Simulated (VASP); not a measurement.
Input of a VASP 6.6.1 run:

The input INCAR:

```
SYSTEM = NaCl
ALGO = Normal ; EDIFF = 1E-6
ENCUT = 500 ; GGA = PE
GGA_COMPAT = .FALSE. ; ISIF = 2
ISMEAR = 0 ; LASPH = .TRUE.
LCHARG = .FALSE. ; LREAL = .FALSE.
LWAVE = .FALSE. ; NBANDS = 14
NELM = 120 ; PREC = Accurate
SIGMA = 0.1
```

Contents of KPOINTS:

```
k-points
0
G
  4 4 4
  0 0 0
```

File POSCAR:

```
NaCl
1.0
    0.0000000000      3.4478667722      3.4478667722
    3.4478667722      0.0000000000      3.4478667722
    3.4478667722      3.4478667722      0.0000000000
Na Cl
1 1
Direct
    0.0000000000      0.0000000000      0.0000000000
    0.5000000000      0.5000000000      0.5000000000
```

Potentials or basis: VASP PAW PBE potentials, release 64 (Na_pv, Cl).

Command:

```bash
$ cat potpaw_PBE.64/Na_pv/POTCAR potpaw_PBE.64/Cl/POTCAR > POTCAR
$ mpirun -np 1 vasp_std > vasp.out
```

(1) What does it give for the pressure?

(2) What does it give for the band gap on the k mesh?

Results:

(1) -3.8 GPa.

(2) 3.48 eV.

Caveat: the cell stands under tension.
